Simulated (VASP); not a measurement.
Here is a VASP 6.6.1 calculation.

Contents of INCAR:

```
  PREC = Accurate
  ENCUT = 520
  EDIFF = 1E-7
  ISMEAR = 0
  SIGMA = 0.02
  LREAL = False
  LASPH = True
  NELM = 100
  ALGO = Normal
  ISIF = 2
  LWAVE = False
  LCHARG = False
  GGA = PS
  NBANDS = 35
```

The input KPOINTS:

```
regular mesh
0
Gamma
  12 12 2
```

File POSCAR:

```
MoS2
1.0
    3.1413883560      0.0000000000      0.0000000000
   -1.5706941780      2.7205221194      0.0000000000
    0.0000000000      0.0000000000     12.5850888989
Mo S
2 4
Direct
    0.6666666667      0.3333333333      0.2500000000
    0.3333333333      0.6666666667      0.7500000000
    0.6666666667      0.3333333333      0.6261196876
    0.3333333333      0.6666666667      0.3738803124
    0.6666666667      0.3333333333      0.8738803124
    0.3333333333      0.6666666667      0.1261196876
```

Potentials or basis: VASP PAW PBE potentials, release 64 (Mo_sv, S).

Run with:

```sh
$ cat potpaw_PBE.64/Mo_sv/POTCAR potpaw_PBE.64/S/POTCAR > POTCAR
$ mpirun -np 1 vasp_std > vasp.out
```

Problem. Estimate the pressure.

Solution. 0.0 GPa.

Problem. What does it give for the band gap on the k mesh?

Solution. 1.00 eV (least direct gap 1.75 eV).

Caveat: the PAW data sets were made with another functional, which shifts forces and pressure a little; this functional lacks dispersion, which binds the layers, so the pressure and a relaxed spacing across them are unreliable. A k mesh can miss the band edges.
